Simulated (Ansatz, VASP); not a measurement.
One calculation of MgO, two programs

INCAR

```
SYSTEM = MgO
PREC = Accurate
ENCUT = 840
EDIFF = 1E-6
ISMEAR = -1
SIGMA = 0.05
LREAL = .FALSE.
LASPH = .TRUE.
NELM = 120
ALGO = Normal
ISIF = 2
LWAVE = .FALSE.
LCHARG = .FALSE.
GGA = PE
NBANDS = 15
GGA_COMPAT = .FALSE.
```

File KPOINTS:

```
regular mesh
0
G
  9 9 9
  0 0 0
```

POSCAR

```
MgO
1.0
    0.0000000000      2.1064000000      2.1064000000
    2.1064000000      0.0000000000      2.1064000000
    2.1064000000      2.1064000000      0.0000000000
Mg O
1 1
Direct
    0.0000000000      0.0000000000      0.0000000000
    0.5000000000      0.5000000000      0.5000000000
```

Input for Ansatz:

```yaml
crystal:
  lattice:
    - [0.0, 2.1064, 2.1064]
    - [2.1064, 0.0, 2.1064]
    - [2.1064, 2.1064, 0.0]
  atoms:
    - { symbol: Mg, position: [0.0, 0.0, 0.0] }
    - { symbol: O, position: [0.5, 0.5, 0.5] }
hamiltonian:
  xc: pbe
  pseudopotentials: { kind: paw }
basis:
  ecutwfc: 420
kpoints:
  mp_grid: { grid: [9, 9, 9] }
scf:
  occupations: { method: fermi_dirac, width: 0.05 }
  lower_state_search: "off"
output:
  forces: true
  stress: true
```

Alike in both runs: task single point; functional PBE; k mesh 9 × 9 × 9; occupations fermi-dirac, width 0.05 eV; no spin polarisation.

|  | VASP | Ansatz |
| --- | --- | --- |
| version | VASP 6.6.1 | Ansatz 0.2.0 |
| potentials or method | VASP PAW PBE potentials, release 64 (Mg_sv, O), cutoff 840 eV | PAW, plane waves, scalar-relativistic |
| valence electrons in the cell | 16 | 16 |

Ansatz gave:

- pressure (GPa): 4.6

Question: What did VASP give for the same quantities?

Answer: Pressure (GPa): 4.7.
